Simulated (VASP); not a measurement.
# CrO2 (P6/mmm) in VASP: a series of runs

The runs below take CrO2 through single point, relaxation of cell and atoms, with PBE.

All numbers are computed with VASP 6.6.1; they aren't measurements. Logs are shortened: lines on timing, memory, paths and dates and some standing lists are left out, and cuts for length are marked.

### Step 1. The cell of the first run

It takes space group P6/mmm (No. 191, hexagonal). Conventional cell: a = 3.481 Å, b = 3.481 Å, c = 2.668 Å, α = 90.00°, β = 90.00°, γ = 120.00°. Cr (site symmetry 6/mmm) has 12 O at 2.41 Å and 2 Cr at 2.67 Å within 3.2 Å. Within 2.7 Å of O (site symmetry -6m2) lie 5 O at 2.01 to 2.67 Å and 6 Cr at 2.41 Å.

The cell was generated, and may not be a known phase.

### Step 2. Single point, PBE, collinear spin, ferromagnetic start

The input, INCAR:

```
ALGO = Normal
EDIFF = 1E-6
ENCUT = 520
GGA = PE
ISIF = 2
ISMEAR = 0
ISPIN = 2
LASPH = T
LCHARG = T
LELF = T
LMAXMIX = 4
LORBIT = 11
LREAL = F
LVHAR = T
LWAVE = F
MAGMOM = 3 0 0
NBANDS = 23
NELM = 150
PREC = Accurate
SIGMA = 0.1
```

The input, KPOINTS:

```
k-points
0
Gamma
  6 6 6
```

The input, POSCAR:

```
CrO2
1.0
    3.4806902639      0.0000000000      0.0000000000
   -1.7403451320      3.0143661913      0.0000000000
    0.0000000000      0.0000000000      2.6682088967
Cr O
1 2
Direct
    0.0000000000      0.0000000000      0.0000000000
    0.3333333333      0.6666666667      0.5000000000
    0.6666666667      0.3333333333      0.5000000000
```

Potentials or basis: VASP PAW PBE potentials, release 64 (Cr_pv, O).

The run is started by

```bash
$ cat potpaw_PBE.64/Cr_pv/POTCAR potpaw_PBE.64/O/POTCAR > POTCAR
$ mpirun -np 1 vasp_std > vasp.out
```

OUTCAR:

```text
EDIFF = 1E-6
   ENCUT = 520
   GGA = PE
   ISIF = 2
   ISMEAR = 0
   ISPIN = 2
   LASPH = T
   LORBIT = 11
   LREAL = F
   NELM = 150
   PREC = Accurate

 ion  position               nearest neighbor table
   1  0.000  0.000  0.000-   2 2.41   3 2.41   2 2.41   3 2.41   3 2.41   3 2.41   2 2.41   2 2.41
                             3 2.41   3 2.41   2 2.41   2 2.41
   2  0.333  0.667  0.500-   1 2.41   1 2.41   1 2.41   1 2.41   1 2.41   1 2.41
   3  0.667  0.333  0.500-   1 2.41   1 2.41   1 2.41   1 2.41   1 2.41   1 2.41

  LATTYP: Found a hexagonal cell.
 ALAT       =     3.4806902639
 C/A-ratio  =     0.7665746431

  Lattice vectors:

 A1 = (   3.4806902639,   0.0000000000,   0.0000000000)
 A2 = (  -1.7403451320,   3.0143661913,   0.0000000000)
 A3 = (   0.0000000000,   0.0000000000,   2.6682088967)

Analysis of symmetry for initial positions (statically):
=====================================================================
 Subroutine PRICEL returns:
 Original cell was already a primitive cell.

 Routine SETGRP: Setting up the symmetry group for a
 hexagonal supercell.

 Subroutine GETGRP returns: Found 24 space group operations
 (whereof 24 operations were pure point group operations)
 out of a pool of 24 trial point group operations.

The static configuration has the point symmetry D_6h.

Analysis of symmetry for dynamics (positions and initial velocities):
=====================================================================
 Subroutine PRICEL returns:
 Original cell was already a primitive cell.

 Routine SETGRP: Setting up the symmetry group for a
 hexagonal supercell.

 Subroutine GETGRP returns: Found 24 space group operations
 (whereof 24 operations were pure point group operations)
 out of a pool of 24 trial point group operations.

The dynamic configuration has the point symmetry D_6h.

Analysis of structural, dynamic, and magnetic symmetry:
=====================================================================
 Subroutine PRICEL returns:
 Original cell was already a primitive cell.

 Routine SETGRP: Setting up the symmetry group for a
 hexagonal supercell.

 Subroutine GETGRP returns: Found 24 space group operations
 (whereof 24 operations were pure point group operations)
 out of a pool of 24 trial point group operations.

The overall configuration has the point symmetry D_6h.

 Subroutine INISYM returns: Found 24 space group operations
 (whereof 24 operations are pure point group operations),
[... 121 lines left out ...]
  Thomas-Fermi vector in A             =   2.659171
   LORBIT       =     11    0 simple, 1 ext, 2 COOP (PROOUT), +10 PAW based schemes
   GGA     = PE    functional components
   LHFCALC =     F    Hartree Fock is set to
   AEXX    =    0.0000 exact exchange contribution
   IVDW    =     0    specifies the selected vdW correction
   LEPSILON=     F    determine dielectric tensor
   LRPA    =     F    only Hartree local field effects (RPA)
 spin polarized calculation
 Gauss-broadening in eV      SIGMA  =   0.10
  energy-cutoff  :      520.00
  volume of cell :       28.00
 maximum number of plane-waves:       778
 NGX is ok and might be reduce to    28
   NGX = 13   NGY = 13   NGZ =  9

 number of electron      23.9999986 magnetization       2.8275253

 Free energy of the ion-electron system (eV)
  ---------------------------------------------------
  ext. energy  EPLUGINS =         0.00000000
  ---------------------------------------------------
  free energy    TOTEN  =       -18.96792009 eV

  energy without entropy =      -18.95616463  energy(sigma->0) =      -18.96204236

 E-fermi :   6.8668     XC(G=0): -12.3836

 val. band max:        6.8577679545   @ k =   0.1667   0.1667   0.5000
 cond. band min:       6.8702078235   @ k =   0.3333   0.1667   0.0000
 fundamental gap:      0.0124398690
 Fermi energy:         6.8667840591

 spin component 1

 k-point     1 :       0.0000    0.0000    0.0000
  band No.  band energies     occupation
      1     -37.7500      1.00000
      2     -37.7500      1.00000
      3     -37.6880      1.00000
      4     -13.8972      1.00000
      5      -8.4835      1.00000
      6       0.6979      1.00000
[... 613 lines left out ...]
     22      27.8409      0.00000
     23      28.0349      0.00000

 [... further k-points ...]

 spin component 2

 k-point     1 :       0.0000    0.0000    0.0000
  band No.  band energies     occupation
      1     -34.4324      1.00000
      2     -34.4324      1.00000
      3     -34.2580      1.00000
      4     -14.2422      1.00000
      5      -8.9973      1.00000
      6       0.6707      1.00000
[... 613 lines left out ...]
     22      28.5283      0.00000
     23      28.9292      0.00000

 [... further k-points ...]

------------------------ aborting loop because EDIFF is reached ----------------------------------------

  FORCE on cell =-STRESS in cart. coord.  units (eV):
  Direction    XX          YY          ZZ          XY          YZ          ZX
  --------------------------------------------------------------------------------------
  -------------------------------------------------------------------------------------
  Total       -0.0207243     -0.0207243     -0.0392141      0.0000000     -0.0000000      0.0000000
  in kB       -1.1860685     -1.1860685     -2.2442514      0.0000000     -0.0000000      0.0000000
  external PRESSURE =      -1.5387961 kB  Pullay stress =       0.0000000 kB

 VOLUME and BASIS-vectors are now :
 -----------------------------------------------------------------------------
  energy-cutoff  :      520.00
  volume of cell :       28.00
      direct lattice vectors                 reciprocal lattice vectors
     3.480690264  0.000000000  0.000000000     0.287299336  0.165872349  0.000000000
    -1.740345132  3.014366191  0.000000000     0.000000000  0.331744697  0.000000000
     0.000000000  0.000000000  2.668208897     0.000000000  0.000000000  0.374783249

 POSITION                                       TOTAL-FORCE (eV/Angst)
 -----------------------------------------------------------------------------------
      0.00000      0.00000      0.00000         0.000000      0.000000     -0.000000
     -0.00000      2.00958      1.33410        -0.000000      0.000000      0.000000
      1.74035      1.00479      1.33410         0.000000     -0.000000     -0.000000
 -----------------------------------------------------------------------------------
    total drift:                               -0.000000      0.000000     -0.000000

  FREE ENERGIE OF THE ION-ELECTRON SYSTEM (eV)
  ---------------------------------------------------
  free  energy   TOTEN  =       -18.9679200923 eV

  energy  without entropy=      -18.9561646313  energy(sigma->0) =      -18.96204236

 total charge

# of ion       s       p       d       tot
------------------------------------------
    1        0.180   6.149   3.968  10.298
    2        1.631   3.199   0.000   4.830
    3        1.631   3.199   0.000   4.830
--------------------------------------------------
tot          3.443  12.547   3.968  19.958

 magnetization (x)

# of ion       s       p       d       tot
------------------------------------------
    1        0.033   0.028   3.165   3.226
    2        0.005  -0.255   0.000  -0.250
    3        0.005  -0.255   0.000  -0.250
--------------------------------------------------
tot          0.042  -0.483   3.165   2.725
```

It took 35 s on 1 thread of Intel Xeon 6975P-C (Granite Rapids), shared host; peak memory 0.16 GiB.

Results:

```
Free energy                                           : -18.9679 eV
Pressure                                              : -0.2 GPa
Net moment                                            : 2.83 μB per cell
Site moments                                          : Cr +3.23; O -0.25 μB
Valence electrons inside the program's atomic spheres : Cr 10.30; O 4.83
```

Caveat: the k points lie up to 0.39 Å⁻¹ apart; a cell with one magnetic atom can't hold antiferromagnetic order, which such compounds often take; semilocal functionals often make such compounds metallic where correlation or magnetic order opens a gap, which also shifts bond lengths.

### Step 3. Relaxation of cell and atoms, PBE, collinear spin, ferromagnetic start

This run uses another cell than the first one, of 8.37 Å³/atom.

The input, INCAR:

```
SYSTEM = CrO2
ALGO = Normal
EDIFF = 1E-6
EDIFFG = -0.04
ENCUT = 600
GGA = PE
IBRION = 2
ISIF = 3
ISMEAR = 0
ISPIN = 2
LASPH = .True.
LCHARG = .False.
LMAXMIX = 4
LORBIT = 11
LREAL = .False.
LWAVE = .False.
MAGMOM = 3 0 0
NELM = 150
NSW = 90
PREC = Accurate
SIGMA = 0.1
```

The input, KPOINTS:

```
k-points
0
Gamma
  6 6 6
  0 0 0
```

The input, POSCAR:

```
CrO2
1.0
    2.9668849400      0.0000000000      0.0000000000
   -1.4834424700      2.5693977200      0.0000000000
    0.0000000000      0.0000000000      3.2950798800
Cr O
1 2
Direct
    0.0000000000      0.0000000000      0.0000000000
    0.3333333300      0.6666666700      0.5000000000
    0.6666666700      0.3333333300      0.5000000000
```

Potentials or basis: VASP PAW PBE potentials, release 64 (Cr_pv, O).

The run is started by

```bash
$ cat potpaw_PBE.64/Cr_pv/POTCAR potpaw_PBE.64/O/POTCAR > POTCAR
$ mpirun -np 1 vasp_std > vasp.out
```

OUTCAR:

```text
SYSTEM = CrO2
   EDIFF = 1E-6
   EDIFFG = -0.04
   ENCUT = 600
   GGA = PE
   IBRION = 2
   ISIF = 3
   ISMEAR = 0
   ISPIN = 2
   LASPH = .True.
   LORBIT = 11
   LREAL = .False.
   NELM = 150
   NSW = 90
   PREC = Accurate

 ion  position               nearest neighbor table
   1  0.000  0.000  0.000-   2 2.38   3 2.38   2 2.38   3 2.38   2 2.38   2 2.38   3 2.38   3 2.38
                             3 2.38   3 2.38   2 2.38   2 2.38
   2  0.333  0.667  0.500-   3 1.71   3 1.71   3 1.71   1 2.38   1 2.38   1 2.38   1 2.38   1 2.38
                             1 2.38
   3  0.667  0.333  0.500-   2 1.71   2 1.71   2 1.71   1 2.38   1 2.38   1 2.38   1 2.38   1 2.38
                             1 2.38

  LATTYP: Found a hexagonal cell.
 ALAT       =     2.9668849400
 C/A-ratio  =     1.1106193690

  Lattice vectors:

 A1 = (   2.9668849400,   0.0000000000,   0.0000000000)
 A2 = (  -1.4834424700,   2.5693977200,   0.0000000000)
 A3 = (   0.0000000000,   0.0000000000,   3.2950798800)

Analysis of symmetry for initial positions (statically):
=====================================================================
 Subroutine PRICEL returns:
 Original cell was already a primitive cell.

 Routine SETGRP: Setting up the symmetry group for a
 hexagonal supercell.

 Subroutine GETGRP returns: Found 24 space group operations
 (whereof 24 operations were pure point group operations)
 out of a pool of 24 trial point group operations.

The static configuration has the point symmetry D_6h.

Analysis of symmetry for dynamics (positions and initial velocities):
=====================================================================
 Subroutine PRICEL returns:
 Original cell was already a primitive cell.

 Routine SETGRP: Setting up the symmetry group for a
 hexagonal supercell.

 Subroutine GETGRP returns: Found 24 space group operations
 (whereof 24 operations were pure point group operations)
 out of a pool of 24 trial point group operations.

The dynamic configuration has the point symmetry D_6h.
[... 168 lines left out ...]

  FORCE on cell =-STRESS in cart. coord.  units (eV):
  Direction    XX          YY          ZZ          XY          YZ          ZX
  --------------------------------------------------------------------------------------
  -------------------------------------------------------------------------------------
  Total       16.5920103     16.5920102     -3.2652992     -0.0000000     -0.0000000      0.0000000
  in kB     1058.3068457   1058.3068390   -208.2742505     -0.0000000     -0.0000000      0.0000000
  external PRESSURE =     636.1131447 kB  Pullay stress =       0.0000000 kB
[... 26 lines left out ...]
 number of electron      23.9999966 magnetization      -0.0021866

 number of electron      23.9999966 magnetization       0.0039770

 E-fermi :   3.4435     XC(G=0): -10.7629

 val. band max:        3.4139064950   @ k =   0.0000   0.0000   0.1667
 cond. band min:       3.4456951552   @ k =   0.5000  -0.0000   0.1667
 fundamental gap:      0.0317886602
 Fermi energy:         3.4435327721

 spin component 1

 k-point     1 :       0.0000    0.0000    0.0000
  band No.  band energies     occupation
      1     -40.4747      1.00000
      2     -39.9706      1.00000
      3     -39.9706      1.00000
      4     -15.2701      1.00000
      5     -11.8214      1.00000
      6      -0.7140      1.00000
[... 1070 lines left out ...]
  FREE ENERGIE OF THE ION-ELECTRON SYSTEM (eV)
  ---------------------------------------------------
  free  energy   TOTEN  =       -17.9804632906 eV

  energy  without entropy=      -17.9702911599  energy(sigma->0) =      -17.97537723

[... ionic steps 4 to 9 ...]

--------------------------------------- Ionic step       10  -------------------------------------------

 number of electron      24.0000002 magnetization      -2.8184847

------------------------ aborting loop because EDIFF is reached ----------------------------------------
[... 69 lines left out ...]
--------------------------------------- Ionic step       12  -------------------------------------------

 number of electron      24.0000002 magnetization      -2.8307790

 Free energy of the ion-electron system (eV)
  ---------------------------------------------------
  ext. energy  EPLUGINS =         0.00000000
  ---------------------------------------------------
  free energy    TOTEN  =       -18.95409662 eV

  energy without entropy =      -18.94262811  energy(sigma->0) =      -18.94836236

 E-fermi :   6.9427     XC(G=0): -12.4143

 val. band max:        6.9423122730   @ k =   0.3333   0.1667   0.0000
 cond. band min:       6.9493421807   @ k =   0.3333   0.0000   0.1667
 fundamental gap:      0.0070299077
 Fermi energy:         6.9426932055

 spin component 1

 k-point     1 :       0.0000    0.0000    0.0000
  band No.  band energies     occupation
      1     -34.3663      1.00000
      2     -34.3663      1.00000
      3     -34.1915      1.00000
      4     -14.2203      1.00000
      5      -8.9169      1.00000
      6       0.7041      1.00000
[... 1033 lines left out ...]
  FREE ENERGIE OF THE ION-ELECTRON SYSTEM (eV)
  ---------------------------------------------------
  free  energy   TOTEN  =       -18.9540966205 eV

  energy  without entropy=      -18.9426281061  energy(sigma->0) =      -18.94836236

 reached required accuracy - stopping structural energy minimisation

 total charge

# of ion       s       p       d       tot
------------------------------------------
    1        0.181   6.151   3.971  10.303
    2        1.634   3.203   0.000   4.837
    3        1.634   3.203   0.000   4.837
--------------------------------------------------
tot          3.450  12.557   3.971  19.977

 magnetization (x)

# of ion       s       p       d       tot
------------------------------------------
    1       -0.032  -0.028  -3.159  -3.219
    2       -0.005   0.251   0.000   0.246
    3       -0.005   0.251   0.000   0.246
--------------------------------------------------
tot         -0.043   0.474  -3.159  -2.728
```

CONTCAR:

```text
CrO2
   1.00000000000000
     3.4730414380438277    0.0000000000000000    0.0000000000000000
    -1.7365207190219138    3.0077421016853245   -0.0000000000000000
    -0.0000000000000000   -0.0000000000000000    2.6655086366357827
  Cr              O
     1     2
Direct
     0.0000000000000000    0.0000000000000000    0.0000000000000000
     0.3333333300000021    0.6666666699999979    0.5000000000000000
     0.6666666699999979    0.3333333300000021    0.5000000000000000

  0.00000000E+00  0.00000000E+00  0.00000000E+00
  0.00000000E+00  0.00000000E+00  0.00000000E+00
  0.00000000E+00  0.00000000E+00  0.00000000E+00
```

It took 3.5 min on 1 thread of Intel Xeon 6975P-C (Granite Rapids), shared host; peak memory 0.18 GiB.

What came out:

```
Free energy                                           : -18.9541 eV
Relaxed volume                                        : 9.28 Å³/atom
Relaxed cell                                          : a = 3.473 Å, b = 3.473 Å, c = 2.666 Å, α = 90.00°, β = 90.00°, γ = 120.00°
Space group after relaxing (to 0.1 Å)                 : P6/mmm (No. 191)
Energy gained by relaxing                             : 1142.3 meV/atom
Ionic steps                                           : 12
Pressure after relaxing                               : -0.1 GPa
Net moment                                            : -2.83 μB per cell
Site moments                                          : Cr -3.22; O +0.25 μB
Valence electrons inside the program's atomic spheres : Cr 10.30; O 4.84
```

Step by step:
| step | energy change (eV) | largest force (eV/Å) | pressure (GPa) | volume (Å³) |
| --- | --- | --- | --- | --- |
| 1 | 0.0000 | 0.0000 | 63.61 | 25.12 |
| 2 | -0.5430 | 0.0000 | -35.42 | 38.19 |
| 3 | -2.4532 | 0.0000 | 3.13 | 30.79 |
| 4 | -2.7038 | 0.0000 | -13.64 | 33.99 |
| 5 | -2.7051 | 0.0000 | -12.43 | 33.69 |
| 6 | -3.2655 | 0.0000 | -11.59 | 30.86 |
| 7 | -3.3677 | 0.0000 | -9.60 | 29.72 |
| 8 | -3.3784 | 0.0000 | -8.32 | 29.25 |
| 9 | -3.4081 | 0.0000 | 6.32 | 26.89 |
| 10 | -3.4263 | 0.0000 | 0.30 | 27.75 |
| 11 | -3.4263 | 0.0000 | -0.02 | 27.78 |
| 12 | -3.4269 | 0.0000 | -0.06 | 27.84 |

Final structure:
```xyz
3
Lattice="3.4730 0.0000 0.0000 -1.7365 3.0077 0.0000 0.0000 0.0000 2.6655" Properties=species:S:1:pos:R:3 pbc="T T T"
Cr    0.0000    0.0000    0.0000
O     0.0000    2.0052    1.3328
O     1.7365    1.0026    1.3328
```

Caveat: the k points lie up to 0.39 Å⁻¹ apart in the final cell; a cell axis changed by over 15 % at a fixed basis, so the end point is rough; a cell with one magnetic atom can't hold antiferromagnetic order, which such compounds often take; semilocal functionals often make such compounds metallic where correlation or magnetic order opens a gap, which also shifts bond lengths.
